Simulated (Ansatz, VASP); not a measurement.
**HgTe: VASP beside Ansatz**

The input INCAR:

```
PREC = Accurate
ENCUT = 520
EDIFF = 1E-7
ISMEAR = -1
SIGMA = 0.08
LREAL = False
LASPH = True
NELM = 60
ALGO = Normal
ISIF = 2
LWAVE = False
LCHARG = True
GGA = PS
LELF = True
LVHAR = True
NBANDS = 16
```

Contents of KPOINTS:

```
regular mesh
0
Gamma
  12 12 12
```

Contents of POSCAR:

```
HgTe
1.0
    0.0000000000      2.9117290240      2.9117290240
    2.9117290240      0.0000000000      2.9117290240
    2.9117290240      2.9117290240      0.0000000000
Hg Te
1 1
Direct
    0.0000000000      0.0000000000      0.0000000000
    0.5000000000      0.5000000000      0.5000000000
```

Input for Ansatz:

```yaml
crystal:
  lattice:
    - [0.0, 2.911729024, 2.911729024]
    - [2.911729024, 0.0, 2.911729024]
    - [2.911729024, 2.911729024, 0.0]
  atoms:
    - { symbol: Hg, position: [0.0, 0.0, 0.0] }
    - { symbol: Te, position: [0.5, 0.5, 0.5] }
kpoints:
  mp_grid: { grid: [12, 12, 12] }
  band_path:
    path:
      - [0.0, 0.0, 0.0]
      - [0.5, 0.0, 0.5]
      - [0.625, 0.25, 0.625]
      - [0.375, 0.375, 0.75]
      - [0.0, 0.0, 0.0]
      - [0.5, 0.5, 0.5]
      - [0.5, 0.25, 0.75]
      - [0.5, 0.0, 0.5]
    npoints: 5
scf:
  occupations: { method: fermi_dirac, width: 0.08 }
hamiltonian:
  xc: pbesol
  pseudopotentials: { kind: all_electron, lapw: { basis_error: 0.001 } }
output:
  forces: true
  stress: true
  eigenvalues: true
```

Change from the starting cell: volume scaled by 0.99.

Alike in both runs: task single point; functional PBEsol; k mesh 12 × 12 × 12; occupations fermi-dirac, width 0.08 eV; no spin polarisation.

```csv
,VASP,Ansatz
version,VASP 6.6.1,Ansatz 0.2.0
potentials or method,"VASP PAW PBE potentials, release 64 (Hg, Te), cutoff 520 eV","all-electron LAPW, scalar-relativistic"
```

```tsv
	VASP	Ansatz	Ansatz less VASP
pressure (GPa)	7.3	7.0	-0.32
```

VASP's potentials were made for PBE, not for PBEsol. Ansatz ran all-electron here, and VASP with PAW potentials.

Spin-orbit coupling is off throughout.
